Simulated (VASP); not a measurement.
Here is a VASP 6.6.1 calculation.

INCAR

```
SYSTEM = WS
ALGO = Normal
EDIFF = 1E-7
ENCUT = 520
GGA = PE
ISIF = 2
ISMEAR = -1
LASPH = .TRUE.
LCHARG = .FALSE.
LREAL = .FALSE.
LWAVE = .FALSE.
NBANDS = 17
NELM = 60
PREC = Accurate
SIGMA = 0.05
```

Contents of KPOINTS:

```
k-points
0
G
  9 9 9
  0 0 0
```

Contents of POSCAR:

```
WS
1.0
   -2.1273202747      2.1273202747      2.4412801796
    2.1273202747     -2.1273202747      2.4412801796
    2.1273202747      2.1273202747     -2.4412801796
W S
1 1
Direct
    0.5000000000      0.5000000000      0.0000000000
    0.0000000000      0.0000000000      0.0000000000
```

Potentials or basis: VASP PAW PBE potentials, release 64 (W_sv, S).

Run with:

```sh
$ cat potpaw_PBE.64/W_sv/POTCAR potpaw_PBE.64/S/POTCAR > POTCAR
$ mpirun -np 1 vasp_std > vasp.out
```

(1) What does it give for the pressure?

(2) Predict the band gap on the k mesh.

Results:

(1) -22.4 GPa.

(2) zero (band 10 reaches 6.85 eV, above the bottom of band 11 at 4.64 eV).

Caveat: spin-orbit coupling is left out, which moves the levels of the heavy elements.
